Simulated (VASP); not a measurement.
Here is a VASP 6.6.1 calculation.

File POSCAR:

```
Bi2Te3
1.0
    4.3823071498      0.0000000000      0.0000000000
   -2.1911535749      3.7951893189      0.0000000000
    0.0000000000      0.0000000000     32.5736935001
Te Bi
6 4
Direct
    0.0000000000      0.0000000000      0.2309079087
    0.6666666667      0.3333333333      0.3449481892
    0.3333333333      0.6666666667      0.4597249014
    0.6666666667      0.3333333333      0.5402750476
    0.3333333333      0.6666666667      0.6550524987
    0.0000000000      0.0000000000      0.7690922628
    0.3333333333      0.6666666667      0.2830004829
    0.0000000000      0.0000000000      0.4068087302
    0.0000000000      0.0000000000      0.5931907053
    0.6666666667      0.3333333333      0.7169992731
```

The input INCAR.step1:

```
SYSTEM = Bi2Te3
PREC = Accurate
ENCUT = 440
ISMEAR = 0
SIGMA = 0.05
LREAL = .False.
LASPH = .True.
NELM = 120
LDIPOL = .True.
IDIPOL = 3
DIPOL = 0.5 0.5 0.500
NBANDS = 59
GGA = PE
ALGO = Normal
EDIFF = 1E-5
LWAVE = .True.
LCHARG = .False.
GGA_COMPAT = .False.
NELMDL = -8
```

The input INCAR.step2:

```
SYSTEM = Bi2Te3
PREC = Accurate
ENCUT = 440
EDIFF = 1E-6
ISMEAR = 0
SIGMA = 0.05
LREAL = .False.
LASPH = .True.
NELM = 120
ALGO = Normal
ISIF = 2
LWAVE = .False.
LCHARG = .False.
LDIPOL = .True.
IDIPOL = 3
DIPOL = 0.5 0.5 0.500
METAGGA = R2SCAN
LMIXTAU = .True.
NBANDS = 59
ISTART = 1
GGA_COMPAT = .False.
```

KPOINTS

```
Automatic mesh
0
Gamma
  9 9 1
  0 0 0
```

Potentials or basis: VASP PAW PBE potentials, release 64 (Te, Bi_d).

The run is started by

```bash
$ cat potpaw_PBE.64/Te/POTCAR potpaw_PBE.64/Bi_d/POTCAR > POTCAR
$ cp INCAR.step1 INCAR
$ mpirun -np 1 vasp_std > vasp.out
$ cp INCAR.step2 INCAR
$ mpirun -np 1 vasp_std > vasp.out
```

Predict the band gap on the k mesh.

0.71 eV.

Estimate the largest force.

0.154 eV/Å.

Forces on the atoms (eV/Å):
```
Te   0.000  0.000 -0.154
Te   0.000  0.000 -0.001
Te   0.000  0.000 -0.140
Te   0.000  0.000  0.140
Te   0.000  0.000  0.001
Te   0.000  0.000  0.154
Bi   0.000  0.000 -0.078
Bi   0.000  0.000  0.076
Bi   0.000  0.000 -0.076
Bi   0.000  0.000  0.078
```

Caveat: the PAW data sets were made with another functional, which shifts forces and pressure a little; spin-orbit coupling is left out, which moves the levels of the heavy elements.
